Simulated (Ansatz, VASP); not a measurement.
CuO: VASP beside Ansatz

```
Cu O
1.0
     2.34185   -1.71130    0.00000
    -1.49182   -1.71130   -5.05787
     2.34185    5.13390    0.00000
Cu O
4 4
Direct
  0.32133 0.95658 0.29054
  0.67867 0.04342 0.70946
  0.32256 0.52186 0.68365
  0.67744 0.47814 0.31635
  0.41767 0.70732 0.00990
  0.41393 0.79268 0.65850
  0.22494 0.34817 0.07342
  0.94346 0.15183 0.25818
```

Alike in both runs: functional LDA; k mesh 9 × 5 × 5; occupations fermi-dirac, width 0.05 eV; no spin polarisation.

|  | VASP | Ansatz |
| --- | --- | --- |
| version | VASP 6.6.1 | Ansatz 0.2.0 |
| potentials or method | VASP PAW LDA potentials, release 64 (Cu, O) | Ansatz PAW |
| plane-wave cutoff (eV) | 520 | 420 |
| valence electrons in the cell | 68 | 100 |
| task | single point | band structure |

|  | VASP | Ansatz | Ansatz less VASP |
| --- | --- | --- | --- |
| gap on the k mesh at the Fermi level (eV) | none | none | - |
| rms of the force components (eV/Å) | 4.574 | 4.416 | -0.1584 |

LDA's correlation is that of Perdew and Zunger in VASP and of Perdew and Wang (1992) in Ansatz. Atom by atom the forces differ by 0.175 eV/Å (rms over components). A gap of «none» marks a metal or a gap that the smearing closes. VASP's potentials hold 68 valence electrons a cell and Ansatz's 100, so a difference there can come from the potentials and not from the codes.
